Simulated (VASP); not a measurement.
Set up this calculation in VASP 6.6.1, as the native input.

```yaml
Task: single point
Functional: PBEsol
Potentials_or_basis: VASP PAW PBE potentials, release 64 (Ge_d, Si)
Cutoff: 520 eV
k_mesh: 6 × 6 × 6
Occupations: gaussian, width 0.02 eV
Spin: no spin polarisation
Dipole_correction: no
Further_INCAR_settings: LREAL = Auto; ALGO = Normal; EDIFF = 1e-06; NBANDS = 51
```

The structure of Si15Ge lies in POSCAR:

```
Si15Ge
1.0
    0.0000000000      5.4463349585      5.4463349585
    5.4463349585      0.0000000000      5.4463349585
    5.4463349585      5.4463349585      0.0000000000
Ge Si
1 15
Direct
    0.3750000000      0.3750000000      0.3750000000
    0.3750211148      0.3750211148      0.8749788852
    0.3750211148      0.8749788852      0.3750211148
    0.3750211148      0.8749788852      0.8749788852
    0.8749788852      0.3750211148      0.3750211148
    0.8749788852      0.3750211148      0.8749788852
    0.8749788852      0.8749788852      0.3750211148
    0.8750000000      0.8750000000      0.8750000000
    0.2486452903      0.2486452903      0.2486452903
    0.2486452903      0.2486452903      0.7540641291
    0.2486452903      0.7540641291      0.2486452903
    0.2498609404      0.7500463532      0.7500463532
    0.7540641291      0.2486452903      0.2486452903
    0.7500463532      0.2498609404      0.7500463532
    0.7500463532      0.7500463532      0.2498609404
    0.7500463532      0.7500463532      0.7500463532
```

These files were run (other wordings do the same):

INCAR

```
SYSTEM = Si15Ge
PREC     = Accurate       ! precision mode
ENCUT    = 520            ! plane-wave cutoff, eV
EDIFF    = 1E-6           ! SCF threshold, eV
ISMEAR   = 0              ! smearing method
SIGMA    = 0.02           ! smearing width, eV
LREAL    = Auto         
LASPH    = .TRUE.         ! aspherical terms in the spheres
NELM     = 100            ! most SCF steps
ALGO     = Normal         ! electronic algorithm
ISIF     = 2              ! what is computed and relaxed
LWAVE    = .FALSE.        ! write WAVECAR
LCHARG   = .FALSE.        ! write CHGCAR
GGA      = PS             ! functional
NBANDS   = 51             ! bands
```

KPOINTS

```
Automatic mesh
0
G
  6 6 6
  0 0 0
```

Potentials or basis: VASP PAW PBE potentials, release 64 (Ge_d, Si).

Run with:

```sh
$ cat potpaw_PBE.64/Ge_d/POTCAR potpaw_PBE.64/Si/POTCAR > POTCAR
$ mpirun -np 1 vasp_std > vasp.out
```

It gave:

* Pressure: 0.1 GPa
* Largest force: 0.008 eV/Å
* Band gap on the k mesh: 0.40 eV

Caveat: semilocal functionals underestimate gaps, and a narrow one can read as zero; the PAW data sets were made with another functional, which shifts forces and pressure a little.

Run time: 9.5 min on 1 thread of Intel(R) Xeon(R) Platinum 8375C CPU @ 2.90GHz (Ice Lake) (shared host), peak memory 0.54 GiB.
